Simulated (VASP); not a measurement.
Here is a VASP 6.6.1 calculation.

The input INCAR:

```
PREC = Accurate
ENCUT = 520
EDIFF = 1E-6
ISMEAR = -1
SIGMA = 0.05
LREAL = Auto
LASPH = True
NELM = 60
ALGO = Normal
ISIF = 2
LWAVE = False
LCHARG = False
GGA = PE
NBANDS = 103
ISYM = 0
```

KPOINTS

```
Automatic mesh
0
Gamma
  1 1 1
  0.25 0.25 0.25
```

File POSCAR:

```
Ti9Ni7
1.0
    6.1173580000      0.0376560000      0.0215690000
    0.0376560000      6.2512350000      0.3066880000
    0.0215690000      0.3066880000      6.5379140000
Ti Ni
9 7
Direct
    0.6710149678      0.4435292471      0.2857193870
    0.4034547828      0.4975658026      0.6345365545
    0.1230737294      0.8748421841      0.6148119757
    0.6330091918      0.8738094799      0.3816582388
    0.3619606796      0.1896252335      0.0638144042
    0.6828035827      0.1105085393      0.6798521618
    0.5237303092      0.7581146345      0.9431887602
    0.8630359235      0.5341579009      0.6834827377
    0.9654790570      0.8758689803      0.0554149345
    0.9669054818      0.0978423880      0.3621708284
    0.3462183182      0.1883686019      0.4370806999
    0.0498134484      0.4836777149      0.3471155207
    0.2834514158      0.7941897394      0.2614959104
    0.0948146270      0.2224632732      0.7481527177
    0.1880820446      0.5407144188      0.9626156959
    0.7745623151      0.2174468064      0.0072255676
```

Potentials or basis: VASP PAW PBE potentials, release 64 (Ti_sv, Ni).

Launch:

```console
$ cat potpaw_PBE.64/Ti_sv/POTCAR potpaw_PBE.64/Ni/POTCAR > POTCAR
$ mpirun -np 1 vasp_std > vasp.out
```

Question: Predict the pressure.

Answer: -5.8 GPa.

Question: Estimate the band gap on the k mesh.

Answer: 0.14 eV.

Question: Predict the largest force.

Answer: 1.058 eV/Å.

Forces in eV/Å, atoms in the order of the input:
```
Ti   0.163 -0.182 -0.039
Ti  -0.136  0.036 -0.616
Ti   0.538 -0.574  0.598
Ti   0.235 -0.272 -0.393
Ti  -0.265 -0.240  0.065
Ti   0.040  0.432 -0.151
Ti  -0.468  0.134  0.334
Ti  -0.545  0.058  0.280
Ti  -0.188 -0.252 -0.147
Ni  -0.184  0.817 -0.648
Ni   0.201 -0.252  0.150
Ni   0.446  0.002  0.197
Ni   0.017 -0.071  0.082
Ni   0.370 -0.275  0.038
Ni  -0.309  0.502  0.138
Ni   0.086  0.138  0.110
```

Caveat: the k points lie up to 1.03 Å⁻¹ apart. Spin polarisation is off, so any magnetic state and its effect on volume and gap are missing.
